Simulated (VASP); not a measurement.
# K (Pm-3m) in VASP: single point with LDA

Aim: the single point of K with LDA.

Everything below comes from runs of VASP 6.6.1. Logs are shortened: lines on timing, memory, paths and dates and some standing lists are left out, and cuts for length are marked.

### Step 1. The cell of the first run

The structure is cubic, space group Pm-3m (No. 221). The conventional cell has a = 3.969 Å, b = 3.969 Å, c = 3.969 Å, α = 90.00°, β = 90.00°, γ = 90.00°. K (site symmetry m-3m) has 6 K at 3.97 Å within 5.2 Å.

### Step 2. Single point, LDA (volume scaled by 0.9)

File INCAR:

```
ALGO = Normal ; EDIFF = 1E-6
ENCUT = 500 ; GGA = CA
GGA_COMPAT = F ; ISIF = 2
ISMEAR = -1 ; LASPH = T
LCHARG = F ; LREAL = F
LWAVE = F ; NBANDS = 10
NELM = 120 ; PREC = Accurate
SIGMA = 0.05
```

File KPOINTS:

```
k-points
0
Gamma
  9 9 9
```

File POSCAR:

```
K
1.0
    3.9691523844      0.0000000000      0.0000000000
    0.0000000000      3.9691523844      0.0000000000
    0.0000000000      0.0000000000      3.9691523844
K
1
Direct
    0.0000000000      0.0000000000      0.0000000000
```

Potentials or basis: VASP PAW LDA potentials, release 64 (K_sv).

Run with:

```console
> cat potpaw_LDA.64/K_sv/POTCAR > POTCAR
> mpirun -np 1 vasp_std > vasp.out
```

OUTCAR:

```text
EDIFF = 1E-6
   ENCUT = 500
   GGA = CA
   ISIF = 2
   ISMEAR = -1
   LASPH = T
   LREAL = F
   NELM = 120
   PREC = Accurate

 ion  position               nearest neighbor table
   1  0.000  0.000  0.000-

  LATTYP: Found a simple cubic cell.
 ALAT       =     3.9691523844

  Lattice vectors:

 A1 = (   3.9691523844,   0.0000000000,   0.0000000000)
 A2 = (   0.0000000000,   3.9691523844,   0.0000000000)
 A3 = (   0.0000000000,   0.0000000000,   3.9691523844)

Analysis of symmetry for initial positions (statically):
=====================================================================
 Subroutine PRICEL returns:
 Original cell was already a primitive cell.

 Routine SETGRP: Setting up the symmetry group for a
 simple cubic supercell.

 Subroutine GETGRP returns: Found 48 space group operations
 (whereof 48 operations were pure point group operations)
 out of a pool of 48 trial point group operations.

The static configuration has the point symmetry O_h .

Analysis of symmetry for dynamics (positions and initial velocities):
=====================================================================
 Subroutine PRICEL returns:
 Original cell was already a primitive cell.

 Routine SETGRP: Setting up the symmetry group for a
 simple cubic supercell.

 Subroutine GETGRP returns: Found 48 space group operations
 (whereof 48 operations were pure point group operations)
 out of a pool of 48 trial point group operations.

The dynamic configuration has the point symmetry O_h .

 Subroutine INISYM returns: Found 48 space group operations
 (whereof 48 operations are pure point group operations),
 and found     1 'primitive' translations

----------------------------------------------------------------------------------------

                                     Primitive cell

  volume of cell :      62.5307

  direct lattice vectors                    reciprocal lattice vectors
     3.969152384  0.000000000  0.000000000     0.251942960  0.000000000  0.000000000
     0.000000000  3.969152384  0.000000000     0.000000000  0.251942960  0.000000000
     0.000000000  0.000000000  3.969152384     0.000000000  0.000000000  0.251942960

  length of vectors
     3.969152384  3.969152384  3.969152384     0.251942960  0.251942960  0.251942960

  position of ions in fractional coordinates (direct lattice)
     0.000000000  0.000000000  0.000000000
[... 78 lines left out ...]
   EDIFFG = 0.1E-04   stopping-criterion for IOM
   NSW    =      0    number of steps for IOM
   IBRION =     -1    ionic relax: 0-MD 1-quasi-New 2-CG
   NFREE  =      0    steps in history (QN), initial steepest desc. (CG)
   ISIF   =      2    stress and relaxation
   ISYM   =      2    0-nonsym 1-usesym 2-fastsym
   POTIM  = 0.5000    time-step for ionic-motion
   TEBEG  =    0.0;   TEEND  =   0.0 temperature during run
   PSTRESS=    0.0 pullay stress
   NELECT =       9.0000    total number of electrons
   NUPDOWN=      -1.0000    fix difference up-down
   EMIN   =  10.00;   EMAX   =-10.00  energy-range for DOS
   EFERMI =   0.00;   METHOD = LEGACY
   ISMEAR =    -1;   SIGMA  =   0.05  broadening in eV -4-tet -1-fermi 0-gaus
   EFERMI_NEDOS =   21; number of points for ismear=-14 and -15
   IALGO  =     38    algorithm
   IMIX   =      4    mixing-type and parameters
     AMIX     =   0.40;   BMIX     =  1.00
     AMIX_MAG =   1.60;   BMIX_MAG =  1.00
  volume/ion in A,a.u.               =      62.53       421.98
  Fermi-wavevector in a.u.,A,eV,Ry     =   0.857942  1.621275 10.014764  0.736064
  Thomas-Fermi vector in A             =   1.975072
   LORBIT       =      0    0 simple, 1 ext, 2 COOP (PROOUT), +10 PAW based schemes
   GGA     = CA    functional components
   LHFCALC =     F    Hartree Fock is set to
   AEXX    =    0.0000 exact exchange contribution
   IVDW    =     0    specifies the selected vdW correction
   LEPSILON=     F    determine dielectric tensor
   LRPA    =     F    only Hartree local field effects (RPA)
 non-spin polarized calculation
  energy-cutoff  :      500.00
  volume of cell :       62.53
 maximum number of plane-waves:      1604
 NGX is ok and might be reduce to    30
   NGX = 15   NGY = 15   NGZ = 15

 number of electron       8.9999997 magnetization

 Free energy of the ion-electron system (eV)
  ---------------------------------------------------
  ext. energy  EPLUGINS =         0.00000000
  ---------------------------------------------------
  free energy    TOTEN  =        -1.05030234 eV

  energy without entropy =       -1.04460518  energy(sigma->0) =       -1.04745376

 E-fermi :   0.0911     XC(G=0):  -6.2934

 val. band max:        0.0339122645   @ k =   0.3333   0.3333   0.1111
 cond. band min:       0.1541441606   @ k =   0.4444   0.2222   0.0000
 fundamental gap:      0.1202318961
 Fermi energy:         0.0911251005

 k-point     1 :       0.0000    0.0000    0.0000
  band No.  band energies     occupation
      1     -31.8374      2.00000
      2     -15.4704      2.00000
      3     -15.4704      2.00000
      4     -15.4704      2.00000
      5      -2.3128      2.00000
      6       2.8642      0.00000
      7       2.8642      0.00000
      8       6.6603      0.00000
      9       6.6603      0.00000
     10       6.6605      0.00000
[... 287 lines left out ...]
 k-point    24 :       0.4444    0.3333    0.1111
  band No.  band energies     occupation
      1     -31.8142      2.00000
      2     -15.6345      2.00000
      3     -15.5894      2.00000
      4     -15.4632      2.00000
      5       0.6771      0.00002
      6       1.6443      0.00000
      7       3.0527      0.00000
      8       3.7182      0.00000
      9       5.1823      0.00000
     10       5.4077      0.00000

 [... further k-points ...]

------------------------ aborting loop because EDIFF is reached ----------------------------------------

  FORCE on cell =-STRESS in cart. coord.  units (eV):
  Direction    XX          YY          ZZ          XY          YZ          ZX
  --------------------------------------------------------------------------------------
  -------------------------------------------------------------------------------------
  Total        0.1535348      0.1535348      0.1535348      0.0000000      0.0000000      0.0000000
  in kB        3.9339062      3.9339062      3.9339062      0.0000000      0.0000000      0.0000000
  external PRESSURE =       3.9339062 kB  Pullay stress =       0.0000000 kB

 VOLUME and BASIS-vectors are now :
 -----------------------------------------------------------------------------
  energy-cutoff  :      500.00
  volume of cell :       62.53
      direct lattice vectors                 reciprocal lattice vectors
     3.969152384  0.000000000  0.000000000     0.251942960  0.000000000  0.000000000
     0.000000000  3.969152384  0.000000000     0.000000000  0.251942960  0.000000000
     0.000000000  0.000000000  3.969152384     0.000000000  0.000000000  0.251942960

 POSITION                                       TOTAL-FORCE (eV/Angst)
 -----------------------------------------------------------------------------------
      0.00000      0.00000      0.00000         0.000000      0.000000      0.000000
 -----------------------------------------------------------------------------------
    total drift:                               -0.000000      0.000000     -0.000000

  FREE ENERGIE OF THE ION-ELECTRON SYSTEM (eV)
  ---------------------------------------------------
  free  energy   TOTEN  =        -1.0503023409 eV

  energy  without entropy=       -1.0446051759  energy(sigma->0) =       -1.04745376
```

OSZICAR:

```text
N       E                     dE             d eps       ncg     rms          rms(c)
DAV:   1     0.506065951497E+02    0.50607E+02   -0.35135E+03   700   0.680E+02
DAV:   2     0.680857366936E+00   -0.49926E+02   -0.48978E+02   752   0.213E+02
DAV:   3    -0.100203490667E+01   -0.16829E+01   -0.16729E+01  1032   0.288E+01
DAV:   4    -0.105387835693E+01   -0.51843E-01   -0.51206E-01   982   0.508E+00
DAV:   5    -0.105501656745E+01   -0.11382E-02   -0.11379E-02  1076   0.551E-01    0.257E+00
DAV:   6    -0.105181389935E+01    0.32027E-02   -0.34654E-03   960   0.432E-01    0.165E+00
DAV:   7    -0.105033754838E+01    0.14764E-02   -0.62184E-03   826   0.483E-01    0.100E-01
DAV:   8    -0.105030531181E+01    0.32237E-04   -0.78509E-04   932   0.281E-01    0.305E-02
DAV:   9    -0.105030321787E+01    0.20939E-05   -0.17223E-05   910   0.353E-02    0.120E-02
DAV:  10    -0.105030234089E+01    0.87698E-06   -0.52741E-06   926   0.207E-02
   1 F= -.10503023E+01 E0= -.10474538E+01  d E =-.569717E-02
```

Run time: 18 s. Hardware: 1 thread of AMD EPYC 7R13, shared host; peak memory 0.12 GiB.

Results:

* Free energy: -1.0503 eV
* Pressure: 0.4 GPa
